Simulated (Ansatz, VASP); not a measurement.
# Two plane-wave programs on HfN

```xyz
16
Lattice="0.0000 4.5479 4.5479 4.5479 0.0000 4.5479 4.5479 4.5479 0.0000" Properties=species:S:1:pos:R:3 pbc="T T T"
Hf    2.2739    2.2739    2.2739
Hf    4.5479    4.5479    2.2739
Hf    4.5479    2.2739    4.5479
Hf    6.8218    4.5479    4.5479
Hf    2.2739    4.5479    4.5479
Hf    4.5479    6.8218    4.5479
Hf    4.5479    4.5479    6.8218
Hf    6.8218    6.8218    6.8218
N     0.0000    0.0000    0.0000
N     2.2739    2.2739    0.0000
N     2.2739    0.0000    2.2739
N     4.5479    2.2739    2.2739
N     0.0000    2.2739    2.2739
N     2.2739    4.5479    2.2739
N     2.2739    2.2739    4.5479
N     4.5479    4.5479    4.5479
```

Alike in both runs: task single point; functional PBE; k mesh 4 × 4 × 4; occupations gaussian, width 0.05 eV; no spin polarisation.

```csv
,VASP,Ansatz
version,VASP 6.6.1,Ansatz 0.2.0
potentials or method,"VASP PAW PBE potentials, release 64 (Hf_pv, N), cutoff 520 eV","scalar-relativistic, plane waves, PAW"
valence electrons in the cell,120,248
```

Ansatz gave:

| Quantity | Value |
| --- | --- |
| gap on the k mesh at the Fermi level (eV) | none |
| pressure (GPa) | 0.2 |

**Question.** Estimate VASP's values.

**Answer.** gap on the k mesh at the Fermi level (eV): none; pressure (GPa): -2.1.

A gap of «none» marks a metal or a gap that the smearing closes. With one functional, cell and mesh, what is left measures potentials, basis and numerics. VASP's potentials hold 120 valence electrons a cell and Ansatz's 248, so a difference there can come from the potentials and not from the codes.

Neither program's run includes spin-orbit coupling.
